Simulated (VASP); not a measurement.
# Ir (Fm-3m) in VASP: settings compared, part 2 of 3

VASP 6.6.1. Earlier steps stand in the parts before.

### Step 4. Single point, revPBE

This run uses another cell than the first one, of 14.60 Å³/atom, 1.039 times its volume.

INCAR

```
SYSTEM = Ir
PREC = Accurate ; ENCUT = 520
EDIFF = 1E-7 ; ISMEAR = -1
SIGMA = 0.05 ; LREAL = .FALSE.
LASPH = .TRUE. ; NELM = 60
ALGO = Normal ; ISIF = 2
LWAVE = .FALSE. ; LCHARG = .TRUE.
GGA = RE ; LELF = .TRUE.
LVHAR = .TRUE. ; NBANDS = 10
```

KPOINTS

```
Automatic mesh
0
G
  12 12 12
  0 0 0
```

POSCAR

```
Ir
1.0
    0.0000000000      1.9400293347      1.9400293347
    1.9400293347      0.0000000000      1.9400293347
    1.9400293347      1.9400293347      0.0000000000
Ir
1
Direct
    0.0000000000      0.0000000000      0.0000000000
```

Potentials or basis: VASP PAW PBE potentials, release 64 (Ir).

Command:

```console
cat potpaw_PBE.64/Ir/POTCAR > POTCAR
mpirun -np 1 vasp_std > vasp.out
```

OUTCAR:

```text
SYSTEM = Ir
   PREC = Accurate
   ENCUT = 520
   EDIFF = 1E-7
   ISMEAR = -1
   LREAL = .FALSE.
   LASPH = .TRUE.
   NELM = 60
   ISIF = 2
   GGA = RE

 ion  position               nearest neighbor table
   1  0.000  0.000  0.000-

  LATTYP: Found a face centered cubic cell.
 ALAT       =     3.8800586694

  Lattice vectors:

 A1 = (   0.0000000000,   1.9400293347,   1.9400293347)
 A2 = (   1.9400293347,   0.0000000000,   1.9400293347)
 A3 = (   1.9400293347,   1.9400293347,   0.0000000000)

Analysis of symmetry for initial positions (statically):
[... 5 lines left out ...]
 face centered cubic supercell.

 Subroutine GETGRP returns: Found 48 space group operations
 (whereof 48 operations were pure point group operations)
 out of a pool of 48 trial point group operations.

The static configuration has the point symmetry O_h .

Analysis of symmetry for dynamics (positions and initial velocities):
[... 5 lines left out ...]
 face centered cubic supercell.

 Subroutine GETGRP returns: Found 48 space group operations
 (whereof 48 operations were pure point group operations)
 out of a pool of 48 trial point group operations.

The dynamic configuration has the point symmetry O_h .

 Subroutine INISYM returns: Found 48 space group operations
 (whereof 48 operations are pure point group operations),
 and found     1 'primitive' translations

----------------------------------------------------------------------------------------

                                     Primitive cell

  volume of cell :      14.6034

  direct lattice vectors                    reciprocal lattice vectors
     0.000000000  1.940029335  1.940029335    -0.257728062  0.257728062  0.257728062
     1.940029335  0.000000000  1.940029335     0.257728062 -0.257728062  0.257728062
     1.940029335  1.940029335  0.000000000     0.257728062  0.257728062 -0.257728062

  length of vectors
     2.743615797  2.743615797  2.743615797     0.446398097  0.446398097  0.446398097

  position of ions in fractional coordinates (direct lattice)
     0.000000000  0.000000000  0.000000000

  ion indices of the primitive-cell ions
   primitive index   ion index
                 1           1

----------------------------------------------------------------------------------------

 KPOINTS: Automatic mesh

Automatic generation of k-mesh.
 Grid dimensions read from file:
 generate k-points for:   12   12   12

 Generating k-lattice:

  Cartesian coordinates                     Fractional coordinates (reciprocal lattice)
    -0.021477338  0.021477338  0.021477338     0.083333333  0.000000000  0.000000000
     0.021477338 -0.021477338  0.021477338     0.000000000  0.083333333  0.000000000
     0.021477338  0.021477338 -0.021477338     0.000000000  0.000000000  0.083333333

  Length of vectors
     0.037199841  0.037199841  0.037199841

  Shift w.r.t. Gamma in fractional coordinates (k-lattice)
     0.000000000  0.000000000  0.000000000

 Subroutine IBZKPT returns following result:
 ===========================================

 Found     72 irreducible k-points:

 Following reciprocal coordinates:
            Coordinates               Weight
  0.000000  0.000000  0.000000      1.000000
  0.083333  0.000000  0.000000      8.000000
  0.166667  0.000000  0.000000      8.000000
  0.250000  0.000000  0.000000      8.000000
  0.333333  0.000000  0.000000      8.000000
  0.416667  0.000000  0.000000      8.000000
[... 16 lines left out ...]
  0.500000  0.166667  0.000000     24.000000
 -0.416667  0.166667  0.000000     24.000000
 [... further k-points ...]
   k-points           NKPTS =     72   k-points in BZ     NKDIM =     72   number of bands    NBANDS=     10
   number of dos      NEDOS =    301   number of ions     NIONS =      1
   total plane-waves  NPLWV =   8000
   dimension x,y,z NGX =    20 NGY =   20 NGZ =   20
   dimension x,y,z NGXF=    40 NGYF=   40 NGZF=   40
   ions per type =               1
   NGX,Y,Z   is equivalent  to a cutoff of  12.12, 12.12, 12.12 a.u.
   NGXF,Y,Z  is equivalent  to a cutoff of  24.24, 24.24, 24.24 a.u.
 SYSTEM =  Ir
   PREC   = accura    normal or accurate (medium, high low for compatibility)
   ISTART =      0    job   : 0-new  1-cont  2-samecut
   ICHARG =      2    charge: 1-file 2-atom 10-const
   ISPIN  =      1    spin polarized calculation?
   LNONCOLLINEAR =      F non collinear calculations
   LSORBIT =      F    spin-orbit coupling
   LASPH  =      T    aspherical Exc in radial PAW
   ENCUT  =  520.0 eV  38.22 Ry    6.18 a.u.   5.10  5.10  5.10*2*pi/ulx,y,z
   NELM   =     60;   NELMIN=  2; NELMDL= -5     # of ELM steps
   EDIFF  = 0.1E-06   stopping-criterion for ELM
   LREAL  =      F    real-space projection
   EDIFFG = 0.1E-05   stopping-criterion for IOM
   NSW    =      0    number of steps for IOM
   IBRION =     -1    ionic relax: 0-MD 1-quasi-New 2-CG
   NFREE  =      0    steps in history (QN), initial steepest desc. (CG)
   ISIF   =      2    stress and relaxation
   ISYM   =      2    0-nonsym 1-usesym 2-fastsym
   POTIM  = 0.5000    time-step for ionic-motion
   TEBEG  =    0.0;   TEEND  =   0.0 temperature during run
   PSTRESS=    0.0 pullay stress
   NELECT =       9.0000    total number of electrons
   NUPDOWN=      -1.0000    fix difference up-down
   EMIN   =  10.00;   EMAX   =-10.00  energy-range for DOS
[... 5 lines left out ...]
     AMIX     =   0.40;   BMIX     =  1.00
     AMIX_MAG =   1.60;   BMIX_MAG =  1.00
  volume/ion in A,a.u.               =      14.60        98.55
  Fermi-wavevector in a.u.,A,eV,Ry     =   1.393170  2.632709 26.407847  1.940922
  Thomas-Fermi vector in A             =   2.516842
   LORBIT       =      0    0 simple, 1 ext, 2 COOP (PROOUT), +10 PAW based schemes
   GGA     = RE    functional components
   LHFCALC =     F    Hartree Fock is set to
   AEXX    =    0.0000 exact exchange contribution
   IVDW    =     0    specifies the selected vdW correction
   LEPSILON=     F    determine dielectric tensor
   LRPA    =     F    only Hartree local field effects (RPA)
 non-spin polarized calculation
  energy-cutoff  :      520.00
  volume of cell :       14.60
 maximum number of plane-waves:       411
   NGX = 11   NGY = 11   NGZ = 11

 number of electron       9.0000000 magnetization

 Free energy of the ion-electron system (eV)
  ---------------------------------------------------
  ext. energy  EPLUGINS =         0.00000000
  ---------------------------------------------------
  free energy    TOTEN  =        -8.33844250 eV

  energy without entropy =       -8.33338733  energy(sigma->0) =       -8.33591492

 E-fermi :   9.9358     XC(G=0): -13.7716

 val. band max:        9.9251268061   @ k =  -0.3333   0.3333   0.0000
 cond. band min:       9.9382140959   @ k =  -0.2500   0.0833   0.0000
 fundamental gap:      0.0130872898
 Fermi energy:         9.9357699080

 k-point     1 :       0.0000    0.0000    0.0000
  band No.  band energies     occupation
      1      -0.8467      2.00000
      2       6.2179      2.00000
      3       6.2179      2.00000
      4       6.2179      2.00000
      5       8.7630      2.00000
      6       8.7630      2.00000
      7      24.2834      0.00000
      8      29.6911      0.00000
      9      29.6911      0.00000
     10      29.6911      0.00000

 k-point     2 :       0.0833    0.0000    0.0000
  band No.  band energies     occupation
      1      -0.5504      2.00000
      2       6.0677      2.00000
      3       6.3420      2.00000
      4       6.3420      2.00000
      5       8.6883      2.00000
      6       8.6883      2.00000
      7      24.7801      0.00000
      8      28.2636      0.00000
      9      30.1709      0.00000
     10      30.1709      0.00000

 k-point     3 :       0.1667    0.0000    0.0000
  band No.  band energies     occupation
      1       0.2656      2.00000
      2       5.7633      2.00000
      3       6.5936      2.00000
      4       6.5936      2.00000
      5       8.6198      2.00000
      6       8.6198      2.00000
      7      25.8069      0.00000
      8      26.0941      0.00000
      9      31.5060      0.00000
     10      31.5060      0.00000
[... 248 lines left out ...]
 k-point    23 :       0.5000    0.1667    0.0000
  band No.  band energies     occupation
      1       2.9975      2.00000
      2       5.3742      2.00000
      3       6.7436      2.00000
      4       7.0124      2.00000
      5      10.8260      0.00000
      6      12.9942      0.00000
      7      17.2314      0.00000
      8      25.2873      0.00000
      9      27.9375      0.00000
     10      28.4113      0.00000

 k-point    24 :      -0.4167    0.1667    0.0000
  band No.  band energies     occupation
      1       3.0647      2.00000
      2       5.3987      2.00000
      3       6.9057      2.00000
      4       7.0693      2.00000
      5      10.3347      0.00069
      6      13.5685      0.00000
      7      16.8971      0.00000
      8      25.0636      0.00000
      9      27.2157      0.00000
     10      29.1410      0.00000

 [... further k-points ...]
[... 5 lines left out ...]
  --------------------------------------------------------------------------------------
  -------------------------------------------------------------------------------------
  Total        0.0414443      0.0414443      0.0414443      0.0000000     -0.0000000      0.0000000
  in kB        4.5469544      4.5469544      4.5469544      0.0000000     -0.0000000      0.0000000
  external PRESSURE =       4.5469544 kB  Pullay stress =       0.0000000 kB

 VOLUME and BASIS-vectors are now :
 -----------------------------------------------------------------------------
  energy-cutoff  :      520.00
  volume of cell :       14.60
      direct lattice vectors                 reciprocal lattice vectors
     0.000000000  1.940029335  1.940029335    -0.257728062  0.257728062  0.257728062
     1.940029335  0.000000000  1.940029335     0.257728062 -0.257728062  0.257728062
     1.940029335  1.940029335  0.000000000     0.257728062  0.257728062 -0.257728062

 POSITION                                       TOTAL-FORCE (eV/Angst)
 -----------------------------------------------------------------------------------
      0.00000      0.00000      0.00000        -0.000000      0.000000     -0.000000
 -----------------------------------------------------------------------------------
    total drift:                               -0.000000     -0.000000     -0.000000

  FREE ENERGIE OF THE ION-ELECTRON SYSTEM (eV)
  ---------------------------------------------------
  free  energy   TOTEN  =        -8.3384425043 eV

  energy  without entropy=       -8.3333873331  energy(sigma->0) =       -8.33591492
```

OSZICAR:

```text
N       E                     dE             d eps       ncg     rms          rms(c)
DAV:   1     0.480065265962E+02    0.48007E+02   -0.43036E+03  1448   0.812E+02
DAV:   2    -0.799300527066E+01   -0.56000E+02   -0.53192E+02  1466   0.196E+02
DAV:   3    -0.887378427562E+01   -0.88078E+00   -0.87825E+00  1686   0.298E+01
DAV:   4    -0.888218654315E+01   -0.84023E-02   -0.84006E-02  1608   0.271E+00
DAV:   5    -0.888236333404E+01   -0.17679E-03   -0.17679E-03  1638   0.384E-01    0.137E+01
DAV:   6    -0.842496314431E+01    0.45740E+00   -0.82775E-01  1624   0.112E+01    0.559E+00
DAV:   7    -0.834408850271E+01    0.80875E-01   -0.26590E-01  1680   0.583E+00    0.149E+00
DAV:   8    -0.834232905653E+01    0.17594E-02   -0.21036E-03  1536   0.467E-01    0.122E+00
DAV:   9    -0.833843564018E+01    0.38934E-02   -0.27429E-03  1632   0.724E-01    0.220E-02
DAV:  10    -0.833844087050E+01   -0.52303E-05   -0.18726E-05  1996   0.439E-02    0.314E-02
DAV:  11    -0.833844252186E+01   -0.16514E-05   -0.19600E-06  1564   0.171E-02    0.221E-03
DAV:  12    -0.833844250425E+01    0.17611E-07   -0.18970E-08   966   0.134E-03
   1 F= -.83384425E+01 E0= -.83359149E+01  d E =-.505517E-02
```

stdout:

```text
POSCAR found type information on POSCAR Ir
 POSCAR found :  1 types and       1 ions
 scaLAPACK will be used
 -----------------------------------------------------------------------------
|                                                                             |
|                                                                             |
|     You enforced a specific xc type in the INCAR file but a different       |
|     I HOPE YOU KNOW WHAT YOU ARE DOING!                                     |
|                                                                             |
 -----------------------------------------------------------------------------

 LDA part: xc-table for (Slater+PW92), standard interpolation
 POSCAR, INCAR and KPOINTS ok, starting setup
 FFT: planning ... GRIDC
 FFT: planning ... GRID_SOFT
 FFT: planning ... GRID
 WAVECAR not read
 entering main loop
```

It took 16 s on 1 thread of AMD EPYC 7R13, shared host; peak memory 0.1 GiB.

Results:

- Free energy: -8.3384 eV
- Pressure: 0.5 GPa

Caveat: the PAW data sets were made with another functional, which shifts forces and pressure a little; spin-orbit coupling is left out, which moves the levels of the heavy elements.

(Part 2 of 3 ends here.)
